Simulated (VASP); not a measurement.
# BN (Qingsongite) (F-43m) in VASP: a series of runs, part 2 of 3

VASP 6.6.1. Earlier steps stand in the parts before.

**3. Relaxation of cell and atoms, PBE, target pressure -2 GPa, at which the enthalpy is minimised**

This run uses another cell than the first one, of 5.91 Å³/atom, 1.018 times its volume.

INCAR

```
PREC = Accurate
ENCUT = 600
EDIFF = 1E-7
ISMEAR = 1
SIGMA = 0.05
LREAL = F
LASPH = T
NELM = 120
ALGO = Normal
ISIF = 3
LWAVE = F
LCHARG = F
GGA = PE
IBRION = 2
NSW = 80
EDIFFG = -0.01
PSTRESS = -20.0
GGA_COMPAT = F
NELMIN = 4
```

KPOINTS

```
regular mesh
0
Gamma
  10 10 10
```

POSCAR

```
BN
1.0
    0.0000000000      1.8075000000      1.8075000000
    1.8075000000      0.0000000000      1.8075000000
    1.8075000000      1.8075000000      0.0000000000
B N
1 1
Direct
    0.0000000000      0.0000000000      0.0000000000
    0.2500000000      0.2500000000      0.2500000000
```

Potentials or basis: VASP PAW PBE potentials, release 64 (B, N).

Launch:

```sh
cat potpaw_PBE.64/B/POTCAR potpaw_PBE.64/N/POTCAR > POTCAR
mpirun -np 1 vasp_std > vasp.out
```

OUTCAR:

```text
PREC = Accurate
   ENCUT = 600
   EDIFF = 1E-7
   ISMEAR = 1
   LREAL = F
   LASPH = T
   NELM = 120
   ISIF = 3
   GGA = PE
   IBRION = 2
   NSW = 80
   EDIFFG = -0.01
   PSTRESS = -20.0
   NELMIN = 4

 ion  position               nearest neighbor table
   1  0.000  0.000  0.000-   2 1.57   2 1.57   2 1.57   2 1.57
   2  0.250  0.250  0.250-   1 1.57   1 1.57   1 1.57   1 1.57

  LATTYP: Found a face centered cubic cell.
 ALAT       =     3.6150000000

  Lattice vectors:

 A1 = (   0.0000000000,   1.8075000000,   1.8075000000)
 A2 = (   1.8075000000,   0.0000000000,   1.8075000000)
 A3 = (   1.8075000000,   1.8075000000,   0.0000000000)

Analysis of symmetry for initial positions (statically):
=====================================================================
 Subroutine PRICEL returns:
 Original cell was already a primitive cell.

 Routine SETGRP: Setting up the symmetry group for a
 face centered cubic supercell.

 Subroutine GETGRP returns: Found 24 space group operations
 (whereof 24 operations were pure point group operations)
 out of a pool of 48 trial point group operations.

The static configuration has the point symmetry T_d .

Analysis of symmetry for dynamics (positions and initial velocities):
=====================================================================
 Subroutine PRICEL returns:
 Original cell was already a primitive cell.

 Routine SETGRP: Setting up the symmetry group for a
 face centered cubic supercell.

 Subroutine GETGRP returns: Found 24 space group operations
 (whereof 24 operations were pure point group operations)
 out of a pool of 48 trial point group operations.

The dynamic configuration has the point symmetry T_d .

 Subroutine INISYM returns: Found 24 space group operations
 (whereof 24 operations are pure point group operations),
 and found     1 'primitive' translations
[... 118 lines left out ...]
  Thomas-Fermi vector in A             =   2.556793
   LORBIT       =      0    0 simple, 1 ext, 2 COOP (PROOUT), +10 PAW based schemes
   GGA     = PE    functional components
   LHFCALC =     F    Hartree Fock is set to
   AEXX    =    0.0000 exact exchange contribution
   IVDW    =     0    specifies the selected vdW correction
   LEPSILON=     F    determine dielectric tensor
   LRPA    =     F    only Hartree local field effects (RPA)
 conjugate gradient relaxation of ions
 non-spin polarized calculation
 Methfessel and Paxton  Order N= 1 SIGMA  =   0.05
  energy-cutoff  :      600.00
  volume of cell :       11.81
 maximum number of plane-waves:       411
   NGX = 11   NGY = 11   NGZ = 11

--------------------------------------- Ionic step        1  -------------------------------------------

 number of electron       7.9999999 magnetization

 Free energy of the ion-electron system (eV)
  ---------------------------------------------------
  ext. energy  EPLUGINS =         0.00000000
  ---------------------------------------------------
  free energy    TOTEN  =       -17.45340971 eV

  energy without entropy =      -17.45341840  energy(sigma->0) =      -17.45341261

------------------------ aborting loop because EDIFF is reached ----------------------------------------

  FORCE on cell =-STRESS in cart. coord.  units (eV):
  Direction    XX          YY          ZZ          XY          YZ          ZX
  --------------------------------------------------------------------------------------
  -------------------------------------------------------------------------------------
  Total        0.2217266      0.2217266      0.2217266     -0.0000000      0.0000000     -0.0000000
  in kB       30.0790056     30.0790056     30.0790056     -0.0000000      0.0000000     -0.0000000
  external PRESSURE =      50.0790056 kB  Pullay stress =     -20.0000000 kB
[... 63 lines left out ...]
--------------------------------------- Ionic step        3  -------------------------------------------

 number of electron       7.9999999 magnetization

 Free energy of the ion-electron system (eV)
  ---------------------------------------------------
  ext. energy  EPLUGINS =         0.00000000
  ---------------------------------------------------
  free energy    TOTEN  =       -17.45387689 eV

  energy without entropy =      -17.45388558  energy(sigma->0) =      -17.45387979

 E-fermi :   7.2810     XC(G=0): -12.7562

 val. band max:        7.2388609167   @ k =   0.0000   0.0000   0.0000
 cond. band min:      11.6840974249   @ k =   0.5000   0.5000   0.0000
 fundamental gap:      4.4452365081
 Fermi energy:         7.2809545844

 k-point     1 :       0.0000    0.0000    0.0000
  band No.  band energies     occupation
      1     -12.8408      2.00000
      2       7.2389      2.00000
      3       7.2389      2.00000
      4       7.2389      2.00000
      5      15.9950      0.00000
      6      15.9950      0.00000
      7      15.9950      0.00000
      8      17.3723      0.00000
[... 243 lines left out ...]
 k-point    24 :       0.4000    0.3000    0.0000
  band No.  band energies     occupation
      1      -9.1149      2.00000
      2       0.5143      2.00000
      3       2.7854      2.00000
      4       3.2218      2.00000
      5      13.3004      0.00000
      6      17.7882      0.00000
      7      22.5441      0.00000
      8      22.6524      0.00000

 [... further k-points ...]
[... 5 lines left out ...]
  --------------------------------------------------------------------------------------
  -------------------------------------------------------------------------------------
  Total       -0.1495614     -0.1495614     -0.1495614      0.0000000      0.0000000      0.0000000
  in kB      -20.0198789    -20.0198789    -20.0198789      0.0000000      0.0000000      0.0000000
  external PRESSURE =      -0.0198789 kB  Pullay stress =     -20.0000000 kB
[... 21 lines left out ...]
  energy  without entropy=      -17.4538855830  energy(sigma->0) =      -17.45387979

  enthalpy is  TOTEN    =       -17.6032897336 eV   P V=       -0.1494128474

 reached required accuracy - stopping structural energy minimisation
```

OSZICAR:

```text
N       E                     dE             d eps       ncg     rms          rms(c)
DAV:   1     0.128062178106E+02    0.12806E+02   -0.58515E+03   792   0.113E+03
DAV:   2    -0.181833681689E+02   -0.30990E+02   -0.29374E+02  1088   0.200E+02
DAV:   3    -0.184189876901E+02   -0.23562E+00   -0.23563E+00   880   0.201E+01
DAV:   4    -0.184191711493E+02   -0.18346E-03   -0.18346E-03  1000   0.553E-01
[... 22 lines left out ...]
DAV:   3    -0.174539182075E+02    0.12381E-03   -0.32215E-04   864   0.189E-01    0.441E-02
DAV:   4    -0.174538768808E+02    0.41327E-04   -0.57774E-05   856   0.700E-02    0.118E-02
DAV:   5    -0.174538766360E+02    0.24484E-06   -0.19754E-06   888   0.123E-02    0.710E-03
DAV:   6    -0.174538769171E+02   -0.28111E-06   -0.10356E-07   544   0.458E-03    0.332E-04
DAV:   7    -0.174538768861E+02    0.30996E-07   -0.64888E-09   376   0.861E-04
   3 F= -.17603290E+02 E0= -.17603293E+02  d E =-.245055E-02
```

CONTCAR:

```text
BN
   1.00000000000000
     0.0000000000000000    1.8155693584351247    1.8155693584351247
     1.8155693584351247    0.0000000000000000    1.8155693584351247
     1.8155693584351247    1.8155693584351247    0.0000000000000000
  B               N
     1     1
Direct
     0.0000000000000000    0.0000000000000000    0.0000000000000000
     0.2500000000000000    0.2500000000000000    0.2500000000000000

  0.00000000E+00  0.00000000E+00  0.00000000E+00
  0.00000000E+00  0.00000000E+00  0.00000000E+00
```

It took 6.8 s on 1 thread of Intel Xeon 6975P-C (Granite Rapids), shared host; peak memory 0.11 GiB.

What came out:

| Property | Result |
| --- | --- |
| Free energy | -17.4539 eV |
| Relaxed volume | 5.98 Å³/atom |
| Relaxed cell | a = 2.568 Å, b = 2.568 Å, c = 2.568 Å, α = 60.00°, β = 60.00°, γ = 60.00° |
| Space group after relaxing (to 0.05 Å) | F-43m (No. 216) |
| Energy change on relaxing (the enthalpy is what falls) | -0.2 meV/atom |
| Ionic steps | 3 |
| Pressure after relaxing | -2.0 GPa |
| Band gap on the k mesh | 4.45 eV, indirect (least direct gap 8.76 eV) |

The path:
| step | energy change (eV) | largest force (eV/Å) | pressure (GPa) | volume (Å³) |
| --- | --- | --- | --- | --- |
| 1 | 0.0000 | 0.0000 | 3.01 | 11.81 |
| 2 | 0.0039 | 0.0000 | -6.72 | 12.13 |
| 3 | -0.0005 | 0.0000 | -2.00 | 11.97 |

Final structure:
```xyz
2
Lattice="0.0000 1.8156 1.8156 1.8156 0.0000 1.8156 1.8156 1.8156 0.0000" Properties=species:S:1:pos:R:3 pbc="T T T"
B     0.0000    0.0000    0.0000
N     0.9078    0.9078    0.9078
```

Caveat: the cell is relaxed towards a set pressure, so the enthalpy falls and the energy may rise. A hybrid or GW would open this gap; PBE tends to underestimate it.

(Part 2 of 3 ends here.)
